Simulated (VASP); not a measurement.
# C in VASP: a series of runs

Runs on C. Level: PBE+D3(BJ). Tasks: single point.

Everything below comes from runs of VASP 6.6.1. Logs are shortened: lines on timing, memory, paths and dates and some standing lists are left out, and cuts for length are marked.

### 1 The cell of the first run

The cell holds a slab with vacuum, 2 atoms: a = 2.471 Å, b = 2.471 Å, c = 26.002 Å, α = 90.00°, β = 90.00°, γ = 120.00°.

### 2 Single point, PBE+D3(BJ)

The input, INCAR:

```
PREC = Accurate ; ENCUT = 520
EDIFF = 1E-6 ; ISMEAR = 0
SIGMA = 0.1 ; LREAL = F
LASPH = T ; NELM = 80
ALGO = Normal ; ISIF = 2
LWAVE = F ; LCHARG = F
LDIPOL = T ; IDIPOL = 3
DIPOL = 0.5 0.5 0.500 ; GGA = PE
IVDW = 12 ; NBANDS = 11
```

The input, KPOINTS:

```
Automatic mesh
0
Gamma
  21 21 1
```

The input, POSCAR:

```
C
1.0
    2.4710000000      0.0000000000      0.0000000000
   -1.2355000000      2.1399487728      0.0000000000
    0.0000000000      0.0000000000     26.0024170307
C
2
Direct
    0.6666666667      0.3333333333      0.5054994888
    0.3333333333      0.6666666667      0.4945005112
```

Potentials or basis: VASP PAW PBE potentials, release 64 (C).

Started as:

```sh
cat potpaw_PBE.64/C/POTCAR > POTCAR
mpirun -np 1 vasp_std > vasp.out
```

OUTCAR:

```text
PREC = Accurate
   ENCUT = 520
   EDIFF = 1E-6
   ISMEAR = 0
   LREAL = F
   LASPH = T
   NELM = 80
   ISIF = 2
   GGA = PE
   IVDW = 12
 IVDW          = 12

 ion  position               nearest neighbor table
   1  0.667  0.333  0.505-   2 1.46   2 1.46   2 1.46
   2  0.333  0.667  0.495-   1 1.46   1 1.46   1 1.46

  LATTYP: Found a hexagonal cell.
 ALAT       =     2.4710000000
 C/A-ratio  =    10.5230340068

  Lattice vectors:

 A1 = (   2.4710000000,   0.0000000000,   0.0000000000)
 A2 = (  -1.2355000000,   2.1399487728,   0.0000000000)
 A3 = (   0.0000000000,   0.0000000000,  26.0024170307)

Analysis of symmetry for initial positions (statically):
=====================================================================
 Subroutine PRICEL returns:
 Original cell was already a primitive cell.

 Routine SETGRP: Setting up the symmetry group for a
 hexagonal supercell.

 Subroutine GETGRP returns: Found 12 space group operations
 (whereof 12 operations were pure point group operations)
 out of a pool of 24 trial point group operations.

The static configuration has the point symmetry D_3d.

Analysis of symmetry for dynamics (positions and initial velocities):
=====================================================================
 Subroutine PRICEL returns:
 Original cell was already a primitive cell.

 Routine SETGRP: Setting up the symmetry group for a
 hexagonal supercell.

 Subroutine GETGRP returns: Found 12 space group operations
 (whereof 12 operations were pure point group operations)
 out of a pool of 24 trial point group operations.

The dynamic configuration has the point symmetry D_3d.

 Subroutine INISYM returns: Found 12 space group operations
 (whereof 12 operations are pure point group operations),
 and found     1 'primitive' translations

----------------------------------------------------------------------------------------

                                     Primitive cell

  volume of cell :     137.4959

  direct lattice vectors                    reciprocal lattice vectors
     2.471000000  0.000000000  0.000000000     0.404694456  0.233650453  0.000000000
    -1.235500000  2.139948773  0.000000000     0.000000000  0.467300906  0.000000000
     0.000000000  0.000000000 26.002417031     0.000000000  0.000000000  0.038457963

  length of vectors
     2.471000000  2.471000000 26.002417031     0.467300906  0.467300906  0.038457963

  position of ions in fractional coordinates (direct lattice)
     0.666666667  0.333333333  0.505499489
     0.333333333  0.666666667  0.494500511

  ion indices of the primitive-cell ions
   primitive index   ion index
                 1           1
                 2           2

----------------------------------------------------------------------------------------

 KPOINTS: Automatic mesh

Automatic generation of k-mesh.
 Grid dimensions read from file:
 generate k-points for:   21   21    1

 Generating k-lattice:

  Cartesian coordinates                     Fractional coordinates (reciprocal lattice)
     0.019271165  0.011126212  0.000000000     0.047619048 -0.000000000  0.000000000
     0.000000000  0.022252424  0.000000000     0.000000000  0.047619048  0.000000000
     0.000000000  0.000000000  0.038457963     0.000000000  0.000000000  1.000000000

  Length of vectors
     0.022252424  0.022252424  0.038457963

  Shift w.r.t. Gamma in fractional coordinates (k-lattice)
     0.000000000  0.000000000  0.000000000

 Subroutine IBZKPT returns following result:
 ===========================================

 Found     48 irreducible k-points:

 Following reciprocal coordinates:
            Coordinates               Weight
  0.000000  0.000000  0.000000      1.000000
  0.047619  0.000000  0.000000      6.000000
  0.095238  0.000000  0.000000      6.000000
  0.142857  0.000000  0.000000      6.000000
  0.190476  0.000000  0.000000      6.000000
  0.238095  0.000000  0.000000      6.000000
[... 16 lines left out ...]
  0.142857  0.095238  0.000000     12.000000
  0.190476  0.095238  0.000000     12.000000
 [... further k-points ...]
   k-points           NKPTS =     48   k-points in BZ     NKDIM =     48   number of bands    NBANDS=     11
   number of dos      NEDOS =    301   number of ions     NIONS =      2
   total plane-waves  NPLWV =  63504
   dimension x,y,z NGX =    18 NGY =   18 NGZ =  196
   dimension x,y,z NGXF=    36 NGYF=   36 NGZF=  392
   ions per type =               2
   NGX,Y,Z   is equivalent  to a cutoff of  12.11, 12.11, 12.53 a.u.
   NGXF,Y,Z  is equivalent  to a cutoff of  24.22, 24.22, 25.06 a.u.
 SYSTEM =  unknown system
   PREC   = accura    normal or accurate (medium, high low for compatibility)
   ISTART =      0    job   : 0-new  1-cont  2-samecut
   ICHARG =      2    charge: 1-file 2-atom 10-const
   ISPIN  =      1    spin polarized calculation?
   LNONCOLLINEAR =      F non collinear calculations
   LSORBIT =      F    spin-orbit coupling
   LASPH  =      T    aspherical Exc in radial PAW
   ENCUT  =  520.0 eV  38.22 Ry    6.18 a.u.   4.59  4.59 48.35*2*pi/ulx,y,z
   NELM   =     80;   NELMIN=  2; NELMDL= -5     # of ELM steps
   EDIFF  = 0.1E-05   stopping-criterion for ELM
   LREAL  =      F    real-space projection
   EDIFFG = 0.1E-04   stopping-criterion for IOM
   NSW    =      0    number of steps for IOM
   IBRION =     -1    ionic relax: 0-MD 1-quasi-New 2-CG
   NFREE  =      0    steps in history (QN), initial steepest desc. (CG)
   ISIF   =      2    stress and relaxation
   ISYM   =      2    0-nonsym 1-usesym 2-fastsym
   POTIM  = 0.5000    time-step for ionic-motion
   TEBEG  =    0.0;   TEEND  =   0.0 temperature during run
   PSTRESS=    0.0 pullay stress
   NELECT =       8.0000    total number of electrons
   NUPDOWN=      -1.0000    fix difference up-down
   EMIN   =  10.00;   EMAX   =-10.00  energy-range for DOS
   EFERMI =   0.00;   METHOD = LEGACY
   ISMEAR =     0;   SIGMA  =   0.10  broadening in eV -4-tet -1-fermi 0-gaus
   EFERMI_NEDOS =   21; number of points for ismear=-14 and -15
   IALGO  =     38    algorithm
   IMIX   =      4    mixing-type and parameters
     AMIX     =   0.40;   BMIX     =  1.00
     AMIX_MAG =   1.60;   BMIX_MAG =  1.00
  volume/ion in A,a.u.               =      68.75       463.93
  Fermi-wavevector in a.u.,A,eV,Ry     =   0.634368  1.198782  5.475301  0.402423
  Thomas-Fermi vector in A             =   1.698340
   LORBIT       =      0    0 simple, 1 ext, 2 COOP (PROOUT), +10 PAW based schemes
   GGA     = PE    functional components
   LHFCALC =     F    Hartree Fock is set to
   AEXX    =    0.0000 exact exchange contribution
   IVDW    =    12    specifies the selected vdW correction
   LEPSILON=     F    determine dielectric tensor
   LRPA    =     F    only Hartree local field effects (RPA)
 non-spin polarized calculation
 Gauss-broadening in eV      SIGMA  =   0.10
  energy-cutoff  :      520.00
  volume of cell :      137.50
 maximum number of plane-waves:      3752
   NGX =  9   NGY =  9   NGZ = 97

 dipolmoment           0.000000      0.000000      0.000000 electrons x Angstroem

 number of electron       7.9999997 magnetization

 dipolmoment           0.000000      0.000000     -0.000000 electrons x Angstroem

 Free energy of the ion-electron system (eV)
  ---------------------------------------------------
  ext. energy  EPLUGINS =         0.00000000
  ---------------------------------------------------
  free energy    TOTEN  =       -17.76131331 eV

  energy without entropy =      -17.76080158  energy(sigma->0) =      -17.76105744

 E-fermi :  -3.3222     XC(G=0):  -1.6999

 val. band max:       -3.3221500364   @ k =   0.3333   0.3333   0.0000
 cond. band min:      -3.3221500325   @ k =   0.3333   0.3333   0.0000
 fundamental gap:      0.0000000039
 Fermi energy:        -3.3221500347

 k-point     1 :       0.0000    0.0000    0.0000
  band No.  band energies     occupation
      1     -22.3919      2.00000
      2     -10.5634      2.00000
      3      -5.5076      2.00000
      4      -5.5076      2.00000
      5      -0.3432      0.00000
      6       0.9423      0.00000
      7       1.1922      0.00000
      8       1.6763      0.00000
      9       1.8471      0.00000
     10       2.8744      0.00000
     11       3.0112      0.00000

 k-point     2 :       0.0476    0.0000    0.0000
  band No.  band energies     occupation
      1     -22.3378      2.00000
      2     -10.5023      2.00000
      3      -5.7392      2.00000
      4      -5.6240      2.00000
      5      -0.2809      0.00000
      6       1.0160      0.00000
      7       1.2662      0.00000
      8       1.7504      0.00000
      9       1.9177      0.00000
     10       2.9482      0.00000
     11       3.0753      0.00000

 k-point     3 :       0.0952    0.0000    0.0000
  band No.  band energies     occupation
      1     -22.1756      2.00000
      2     -10.3201      2.00000
      3      -6.3848      2.00000
      4      -5.9422      2.00000
      5      -0.0970      0.00000
      6       1.2366      0.00000
      7       1.4881      0.00000
      8       1.9725      0.00000
      9       2.1278      0.00000
     10       3.1694      0.00000
     11       3.2619      0.00000
[... 267 lines left out ...]
 k-point    23 :       0.1429    0.0952    0.0000
  band No.  band energies     occupation
      1     -21.3690      2.00000
      2      -9.4872      2.00000
      3      -8.5889      2.00000
      4      -7.4286      2.00000
      5       0.6978      0.00000
      6       2.3355      0.00000
      7       2.5881      0.00000
      8       3.0800      0.00000
      9       3.0908      0.00000
     10       3.9720      0.00000
     11       4.2715      0.00000

 k-point    24 :       0.1905    0.0952    0.0000
  band No.  band energies     occupation
      1     -20.8888      2.00000
      2      -9.8923      2.00000
      3      -8.7768      2.00000
      4      -8.0038      2.00000
      5       0.9693      0.00000
      6       2.9890      0.00000
      7       3.2003      0.00000
      8       3.4873      0.00000
      9       3.7458      0.00000
     10       4.3044      0.00000
     11       4.9292      0.00000

 [... further k-points ...]

------------------------ aborting loop because EDIFF is reached ----------------------------------------

 vacuum level on the upper side and lower side of the slab       (xc-potential included)        -0.009        -0.009

 Edisp (eV)   -0.17670

 E8    (eV) :    -0.0553

  FORCE on cell =-STRESS in cart. coord.  units (eV):
  Direction    XX          YY          ZZ          XY          YZ          ZX
  --------------------------------------------------------------------------------------
  -------------------------------------------------------------------------------------
  Total      -0.21284    -0.21284    -1.39760     0.00000     0.00000     0.00000
  in kB      -2.48018    -2.48018   -16.28560     0.00000     0.00000     0.00000
  external pressure =       -7.08 kB  Pullay stress =        0.00 kB

 VOLUME and BASIS-vectors are now :
 -----------------------------------------------------------------------------
  energy-cutoff  :      520.00
  volume of cell :      137.50
      direct lattice vectors                 reciprocal lattice vectors
     2.471000000  0.000000000  0.000000000     0.404694456  0.233650453  0.000000000
    -1.235500000  2.139948773  0.000000000     0.000000000  0.467300906  0.000000000
     0.000000000  0.000000000 26.002417031     0.000000000  0.000000000  0.038457963

 POSITION                                       TOTAL-FORCE (eV/Angst)
 -----------------------------------------------------------------------------------
      1.23550      0.71332     13.14421        -0.000000     -0.000000     -4.849823
     -0.00000      1.42663     12.85821         0.000000      0.000000      4.849823
 -----------------------------------------------------------------------------------
    total drift:                                0.000000     -0.000000     -0.000000

  FREE ENERGIE OF THE ION-ELECTRON SYSTEM (eV)
  ---------------------------------------------------
  free  energy   TOTEN  =       -17.9380127611 eV

  energy  without entropy=      -17.9375010245  energy(sigma->0) =      -17.93775689

 vacuum level on the upper side and lower side of the slab         1.148         1.148
```

Wall time 2.2 min (1 thread of AMD EPYC 7R43 (Zen 3), shared host); peak memory 0.22 GiB.

What came out:

* Free energy: -17.9380 eV
* Largest force: 4.850 eV/Å
* Band gap on the k mesh: zero (filled and empty bands touch)
* Dispersion energy per atom: -0.088 eV

Forces in eV/Å, atoms in the order of the input:
```
C    0.000  0.000 -4.850
C    0.000  0.000  4.850
```

### 3 Single point, PBE+D3(BJ)

The input, INCAR:

```
SYSTEM = C
PREC = Accurate ; ENCUT = 520
EDIFF = 1E-7 ; ISMEAR = 0
SIGMA = 0.1 ; LREAL = .False.
LASPH = .True. ; NELM = 80
ALGO = Normal ; ISIF = 2
LWAVE = .False. ; LCHARG = .False.
LDIPOL = .True. ; IDIPOL = 3
DIPOL = 0.5 0.5 0.500 ; GGA = PE
IVDW = 12 ; NBANDS = 11
```

The input, KPOINTS:

```
regular mesh
0
Gamma
  21 21 1
  0 0 0
```

The input, POSCAR:

```
C
1.0
    2.4710000000      0.0000000000      0.0000000000
   -1.2355000000      2.1399487728      0.0000000000
    0.0000000000      0.0000000000     26.0024170307
C
2
Direct
    0.6666666667      0.3333333333      0.5109797485
    0.3333333333      0.6666666667      0.4890202515
```

Potentials or basis: VASP PAW PBE potentials, release 64 (C).

Started as:

```sh
cat potpaw_PBE.64/C/POTCAR > POTCAR
mpirun -np 1 vasp_std > vasp.out
```

Wall time 99 s (1 thread of AMD EPYC 7R43 (Zen 3), shared host); peak memory 0.22 GiB.

Results (log left out):

```
Free energy                : -15.8546 eV
Largest force              : 9.705 eV/Å
Band gap on the k mesh     : zero (filled and empty bands touch)
Dispersion energy per atom : -0.088 eV
```

Forces on the atoms (eV/Å):
```
C    0.000  0.000 -9.705
C    0.000  0.000  9.705
```

Levels at points of the mesh, in eV from the Fermi level:
| k point | band 2 | band 3 | band 4 | band 5 | band 6 | band 7 |
| --- | --- | --- | --- | --- | --- | --- |
| (0.00, 0.00, 0.00) | -6.68 | -0.03 | -0.03 | 1.68 | 4.66 | 4.87 |
